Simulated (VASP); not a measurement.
# Bi: single point with PBE

The system is Bi.

```
CELL_PARAMETERS angstrom
5.43351 0.00000 0.00000
-2.71676 4.70556 0.00000
0.00000 0.00000 7.23149
ATOMIC_POSITIONS crystal
Bi 0.33333 0.66667 0.46203
Bi 0.66667 0.33333 0.96203
Bi 0.66667 0.33333 0.53797
Bi 0.33333 0.66667 0.03797
```

This isn't the form of Bi at room conditions, which is rhombohedral.

```json
{
 "Program": "VASP 6.6.1",
 "Task": "single point",
 "Functional": "PBE",
 "Potentials or basis": "VASP PAW PBE potentials, release 64 (Bi_d)",
 "Cutoff": "520 eV",
 "k mesh": "9 × 9 × 6",
 "Occupations": "gaussian, width 0.01 eV",
 "Spin": "no spin polarisation",
 "Dipole correction": "no",
 "Further INCAR settings": "ALGO = Normal; EDIFF = 1e-06; NBANDS = 38"
}
```

```
Pressure : -0.1 GPa
```

Forces in eV/Å, atoms in the order of the input:
```
Bi   0.000  0.000  0.003
Bi   0.000  0.000  0.003
Bi   0.000  0.000 -0.003
Bi   0.000  0.000 -0.003
```

Levels at points of the mesh, in eV from the Fermi level:
```tsv
k point	band 28	band 29	band 30	band 31	band 32	band 33
(0.00, 0.00, 0.00)	-1.75	-1.75	-1.53	0.16	0.16	1.70
(0.00, 0.00, 0.50)	-2.51	-2.26	-2.26	0.93	0.93	0.93
```

It took 3.8 min on 1 thread of Intel(R) Xeon(R) 6975P-C (Granite Rapids), on a shared host, peak memory 0.4 GiB.

Caveat: spin-orbit coupling is left out, which moves the levels of the heavy elements.
